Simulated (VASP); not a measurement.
# Si (I4_1/amd) in VASP: further runs

Runs on Si. Level: PBE. Tasks: single point.

All numbers are computed with VASP 6.6.1; they aren't measurements. Logs are shortened: lines on timing, memory, paths and dates and some standing lists are left out, and cuts for length are marked.

**1. The cell of the first run**

Symmetry: I4_1/amd, No. 141, tetragonal system. Conventional cell: a = 3.840 Å, b = 3.840 Å, c = 5.322 Å, α = 90.00°, β = 90.00°, γ = 90.00°. Within 3.1 Å of Si (site symmetry -4m2) lie 4 Si at 2.34 Å.

**2. Single point, PBE (z stretched by -2 %, then relaxed in part)**

INCAR reads:

```
SYSTEM = Si
PREC = Accurate ; ENCUT = 500
EDIFF = 1E-6 ; ISMEAR = -1
SIGMA = 0.02 ; LREAL = .False.
LASPH = .True. ; NELM = 120
ALGO = Normal ; ISIF = 2
LWAVE = .False. ; LCHARG = .False.
GGA = PE ; NBANDS = 11
GGA_COMPAT = .False.
```

KPOINTS reads:

```
Automatic mesh
0
Gamma
  14 14 14
  0 0 0
```

POSCAR reads:

```
Si
1.0
    0.0000000000      2.7153500000      2.6610430000
    2.7153500000      0.0000000000      2.6610430000
    2.7153500000      2.7153500000      0.0000000000
Si
2
Direct
    0.0000000000      0.0000000000      0.0000000000
    0.2500000000      0.2500000000      0.2500000000
```

Potentials or basis: VASP PAW PBE potentials, release 64 (Si).

Started as:

```
> cat potpaw_PBE.64/Si/POTCAR > POTCAR
> mpirun -np 1 vasp_std > vasp.out
```

OUTCAR:

```text
SYSTEM = Si
   PREC = Accurate
   ENCUT = 500
   EDIFF = 1E-6
   ISMEAR = -1
   LREAL = .False.
   LASPH = .True.
   NELM = 120
   ISIF = 2
   GGA = PE

 ion  position               nearest neighbor table
   1  0.000  0.000  0.000-   2 2.34   2 2.34   2 2.34   2 2.34
   2  0.250  0.250  0.250-   1 2.34   1 2.34   1 2.34   1 2.34

  LATTYP: Found a body centered tetragonal cell.
 ALAT       =     3.8400847966
 C/A-ratio  =     1.3859292911

  Lattice vectors:

 A1 = (   0.0000000000,  -2.7153500000,  -2.6610430000)
 A2 = (   0.0000000000,   2.7153500000,  -2.6610430000)
 A3 = (   2.7153500000,   0.0000000000,   2.6610430000)

Analysis of symmetry for initial positions (statically):
=====================================================================
 Subroutine PRICEL returns:
 Original cell was already a primitive cell.

 Routine SETGRP: Setting up the symmetry group for a
 body centered tetragonal supercell.

 Subroutine GETGRP returns: Found 16 space group operations
 (whereof  8 operations were pure point group operations)
 out of a pool of 16 trial point group operations.

The static configuration has the point symmetry D_2d.
 The point group associated with its full space group is D_4h.

Analysis of symmetry for dynamics (positions and initial velocities):
=====================================================================
 Subroutine PRICEL returns:
 Original cell was already a primitive cell.

 Routine SETGRP: Setting up the symmetry group for a
 body centered tetragonal supercell.

 Subroutine GETGRP returns: Found 16 space group operations
 (whereof  8 operations were pure point group operations)
 out of a pool of 16 trial point group operations.

The dynamic configuration has the point symmetry D_2d.
 The point group associated with its full space group is D_4h.

 Subroutine INISYM returns: Found 16 space group operations
 (whereof  8 operations are pure point group operations),
 and found     1 'primitive' translations

----------------------------------------------------------------------------------------

                                     Primitive cell

  volume of cell :      39.2404

  direct lattice vectors                    reciprocal lattice vectors
     0.000000000  2.715350000  2.661043000    -0.184138325  0.184138325  0.187896250
     2.715350000  0.000000000  2.661043000     0.184138325 -0.184138325  0.187896250
     2.715350000  2.715350000  0.000000000     0.184138325  0.184138325 -0.187896250

  length of vectors
     3.801877887  3.801877887  3.840084797     0.321121232  0.321121232  0.321121232

  position of ions in fractional coordinates (direct lattice)
     0.000000000  0.000000000  0.000000000
     0.250000000  0.250000000  0.250000000

  ion indices of the primitive-cell ions
   primitive index   ion index
                 1           1
                 2           2

----------------------------------------------------------------------------------------

 KPOINTS: Automatic mesh

Automatic generation of k-mesh.
 Grid dimensions read from file:
 generate k-points for:   14   14   14

 Generating k-lattice:

  Cartesian coordinates                     Fractional coordinates (reciprocal lattice)
    -0.013152737  0.013152737  0.013421161     0.071428571  0.000000000  0.000000000
     0.013152737 -0.013152737  0.013421161     0.000000000  0.071428571  0.000000000
     0.013152737  0.013152737 -0.013421161    -0.000000000 -0.000000000  0.071428571

  Length of vectors
     0.022937231  0.022937231  0.022937231

  Shift w.r.t. Gamma in fractional coordinates (k-lattice)
     0.000000000  0.000000000  0.000000000

 Subroutine IBZKPT returns following result:
 ===========================================

 Found    244 irreducible k-points:

 Following reciprocal coordinates:
            Coordinates               Weight
  0.000000  0.000000  0.000000      1.000000
  0.071429 -0.000000  0.000000      8.000000
  0.142857 -0.000000  0.000000      8.000000
  0.214286 -0.000000  0.000000      8.000000
  0.285714 -0.000000  0.000000      8.000000
  0.357143 -0.000000  0.000000      8.000000
[... 16 lines left out ...]
  0.214286  0.142857  0.000000      8.000000
  0.285714  0.142857  0.000000      8.000000
 [... further k-points ...]
   k-points           NKPTS =    244   k-points in BZ     NKDIM =    244   number of bands    NBANDS=     11
   number of dos      NEDOS =    301   number of ions     NIONS =      2
   total plane-waves  NPLWV =  21952
   dimension x,y,z NGX =    28 NGY =   28 NGZ =   28
   dimension x,y,z NGXF=    56 NGYF=   56 NGZF=   56
   ions per type =               2
   NGX,Y,Z   is equivalent  to a cutoff of  12.24, 12.24, 12.12 a.u.
   NGXF,Y,Z  is equivalent  to a cutoff of  24.49, 24.49, 24.24 a.u.
 SYSTEM =  Si
   PREC   = accura    normal or accurate (medium, high low for compatibility)
   ISTART =      0    job   : 0-new  1-cont  2-samecut
   ICHARG =      2    charge: 1-file 2-atom 10-const
   ISPIN  =      1    spin polarized calculation?
   LNONCOLLINEAR =      F non collinear calculations
   LSORBIT =      F    spin-orbit coupling
   LASPH  =      T    aspherical Exc in radial PAW
   ENCUT  =  500.0 eV  36.75 Ry    6.06 a.u.   6.93  6.93  7.00*2*pi/ulx,y,z
   NELM   =    120;   NELMIN=  2; NELMDL= -5     # of ELM steps
   EDIFF  = 0.1E-05   stopping-criterion for ELM
   LREAL  =      F    real-space projection
   EDIFFG = 0.1E-04   stopping-criterion for IOM
   NSW    =      0    number of steps for IOM
   IBRION =     -1    ionic relax: 0-MD 1-quasi-New 2-CG
   NFREE  =      0    steps in history (QN), initial steepest desc. (CG)
   ISIF   =      2    stress and relaxation
   ISYM   =      2    0-nonsym 1-usesym 2-fastsym
   POTIM  = 0.5000    time-step for ionic-motion
   TEBEG  =    0.0;   TEEND  =   0.0 temperature during run
   PSTRESS=    0.0 pullay stress
   NELECT =       8.0000    total number of electrons
   NUPDOWN=      -1.0000    fix difference up-down
   EMIN   =  10.00;   EMAX   =-10.00  energy-range for DOS
   EFERMI =   0.00;   METHOD = LEGACY
   ISMEAR =    -1;   SIGMA  =   0.02  broadening in eV -4-tet -1-fermi 0-gaus
   EFERMI_NEDOS =   21; number of points for ismear=-14 and -15
   IALGO  =     38    algorithm
   IMIX   =      4    mixing-type and parameters
     AMIX     =   0.40;   BMIX     =  1.00
     AMIX_MAG =   1.60;   BMIX_MAG =  1.00
  volume/ion in A,a.u.               =      19.62       132.40
  Fermi-wavevector in a.u.,A,eV,Ry     =   0.963519  1.820787 12.631227  0.928369
  Thomas-Fermi vector in A             =   2.093071
   LORBIT       =      0    0 simple, 1 ext, 2 COOP (PROOUT), +10 PAW based schemes
   GGA     = PE    functional components
   LHFCALC =     F    Hartree Fock is set to
   AEXX    =    0.0000 exact exchange contribution
   IVDW    =     0    specifies the selected vdW correction
   LEPSILON=     F    determine dielectric tensor
   LRPA    =     F    only Hartree local field effects (RPA)
 non-spin polarized calculation
  energy-cutoff  :      500.00
  volume of cell :       39.24
 maximum number of plane-waves:      1010
   NGX = 13   NGY = 13   NGZ = 13

 number of electron       8.0000001 magnetization

 Free energy of the ion-electron system (eV)
  ---------------------------------------------------
  ext. energy  EPLUGINS =         0.00000000
  ---------------------------------------------------
  free energy    TOTEN  =       -10.82690927 eV

  energy without entropy =      -10.82690914  energy(sigma->0) =      -10.82690920

 E-fermi :   6.2801     XC(G=0):  -9.4893

 val. band max:        6.1262159620   @ k =   0.0000   0.0000   0.0000
 cond. band min:       6.4478270980   @ k =   0.4286   0.4286   0.0000
 fundamental gap:      0.3216111360
 Fermi energy:         6.2800628809

 k-point     1 :       0.0000    0.0000    0.0000
  band No.  band energies     occupation
      1      -6.0652      2.00000
      2       5.9859      2.00000
      3       5.9859      2.00000
      4       6.1262      1.99909
      5       8.5594      0.00000
      6       8.6326      0.00000
      7       8.6326      0.00000
      8       9.6355      0.00000
      9      13.5781      0.00000
     10      13.9432      0.00000
     11      14.0729      0.00000

 k-point     2 :       0.0714   -0.0000    0.0000
  band No.  band energies     occupation
      1      -5.9971      2.00000
      2       5.3626      2.00000
      3       5.8721      2.00000
      4       5.9771      2.00000
      5       8.6652      0.00000
      6       8.7720      0.00000
      7       8.7940      0.00000
      8      10.1023      0.00000
      9      13.3812      0.00000
     10      13.7161      0.00000
     11      14.3652      0.00000

 k-point     3 :       0.1429   -0.0000    0.0000
  band No.  band energies     occupation
      1      -5.7943      2.00000
      2       4.0910      2.00000
      3       5.6106      2.00000
      4       5.7282      2.00000
      5       8.5275      0.00000
      6       9.1298      0.00000
      7       9.1533      0.00000
      8      11.2429      0.00000
      9      13.0625      0.00000
     10      13.3246      0.00000
     11      15.0422      0.00000
[... 267 lines left out ...]
 k-point    23 :       0.2143    0.1429    0.0000
  band No.  band energies     occupation
      1      -5.4438      2.00000
      2       3.4850      2.00000
      3       4.6583      2.00000
      4       4.7914      2.00000
      5       7.7959      0.00000
      6      10.0925      0.00000
      7      10.5663      0.00000
      8      10.7204      0.00000
      9      13.3253      0.00000
     10      14.1429      0.00000
     11      16.2160      0.00000

 k-point    24 :       0.2857    0.1429    0.0000
  band No.  band energies     occupation
      1      -5.0680      2.00000
      2       2.2584      2.00000
      3       4.4116      2.00000
      4       4.5026      2.00000
      5       8.0157      0.00000
      6      10.0325      0.00000
      7      10.6581      0.00000
      8      10.8039      0.00000
      9      14.4971      0.00000
     10      14.5028      0.00000
     11      16.3355      0.00000

 [... further k-points ...]

------------------------ aborting loop because EDIFF is reached ----------------------------------------

  FORCE on cell =-STRESS in cart. coord.  units (eV):
  Direction    XX          YY          ZZ          XY          YZ          ZX
  --------------------------------------------------------------------------------------
  -------------------------------------------------------------------------------------
  Total        0.8205617      0.8205617      1.2815772      0.0000000      0.0000000      0.0000000
  in kB       33.5033555     33.5033555     52.3265185      0.0000000      0.0000000      0.0000000
  external PRESSURE =      39.7777432 kB  Pullay stress =       0.0000000 kB

 VOLUME and BASIS-vectors are now :
 -----------------------------------------------------------------------------
  energy-cutoff  :      500.00
  volume of cell :       39.24
      direct lattice vectors                 reciprocal lattice vectors
     0.000000000  2.715350000  2.661043000    -0.184138325  0.184138325  0.187896250
     2.715350000  0.000000000  2.661043000     0.184138325 -0.184138325  0.187896250
     2.715350000  2.715350000  0.000000000     0.184138325  0.184138325 -0.187896250

 POSITION                                       TOTAL-FORCE (eV/Angst)
 -----------------------------------------------------------------------------------
      0.00000      0.00000      0.00000         0.000000      0.000000      0.000000
      1.35767      1.35767      1.33052        -0.000000     -0.000000     -0.000000
 -----------------------------------------------------------------------------------
    total drift:                                0.000000      0.000000     -0.000000

  FREE ENERGIE OF THE ION-ELECTRON SYSTEM (eV)
  ---------------------------------------------------
  free  energy   TOTEN  =       -10.8269092660 eV

  energy  without entropy=      -10.8269091433  energy(sigma->0) =      -10.82690920
```

Run time: 37 s. Hardware: 1 thread of Intel Xeon 6975P-C (Granite Rapids), shared host; peak memory 0.2 GiB.

Results:

```
Free energy            : -10.8269 eV
Pressure               : 4.0 GPa
Band gap on the k mesh : 0.32 eV (least direct gap 2.43 eV)
```

Caveat: the cell differs from its parent crystal (z stretched by -2 %, then relaxed in part); the cell stands under pressure; semilocal functionals underestimate gaps, and a narrow one can read as zero. A k mesh can miss the band edges.

**3. Single point, PBE (z stretched by -1 %, then relaxed in part)**

INCAR reads:

```
PREC = Accurate ; ENCUT = 500
EDIFF = 1E-6 ; ISMEAR = -1
SIGMA = 0.02 ; LREAL = F
LASPH = T ; NELM = 120
ALGO = Normal ; ISIF = 2
LWAVE = F ; LCHARG = F
GGA = PE ; NBANDS = 11
GGA_COMPAT = F
```

KPOINTS reads:

```
Automatic mesh
0
Gamma
  14 14 14
```

POSCAR reads:

```
Si
1.0
    0.0000000000      2.7153500000      2.6881965000
    2.7153500000      0.0000000000      2.6881965000
    2.7153500000      2.7153500000      0.0000000000
Si
2
Direct
    0.0000000000      0.0000000000      0.0000000000
    0.2500000000      0.2500000000      0.2500000000
```

Potentials or basis: VASP PAW PBE potentials, release 64 (Si).

Started as:

```
> cat potpaw_PBE.64/Si/POTCAR > POTCAR
> mpirun -np 1 vasp_std > vasp.out
```

It took 35 s on 1 thread of Intel Xeon 6975P-C (Granite Rapids), shared host; peak memory 0.2 GiB.

It converged, with:

```
Free energy            : -10.8379 eV
Pressure               : 2.9 GPa
Band gap on the k mesh : 0.45 eV (least direct gap 2.50 eV)
```

Stress tensor (GPa, compression positive):
```
2.62 0.00 0.00
0.00 2.62 0.00
0.00 0.00 3.57
```

Levels at points of the mesh, in eV from the valence-band top:
```
           k point  band 2  band 3  band 4  band 5  band 6  band 7
(0.00, 0.00, 0.00)   -0.07   -0.07    0.00    2.50    2.54    2.54
(0.50, 0.00, 0.00)   -7.06   -1.30   -1.20    1.53    3.25    3.33
(0.50, 0.50, 0.00)   -7.85   -2.97   -2.97    0.59    0.59   10.14
(0.50, 0.00, 0.50)   -7.91   -2.90   -2.90    0.67    0.67   10.14
```

Caveat: the cell differs from its parent crystal (z stretched by -1 %, then relaxed in part); semilocal functionals underestimate gaps, and a narrow one can read as zero. A k mesh can miss the band edges.
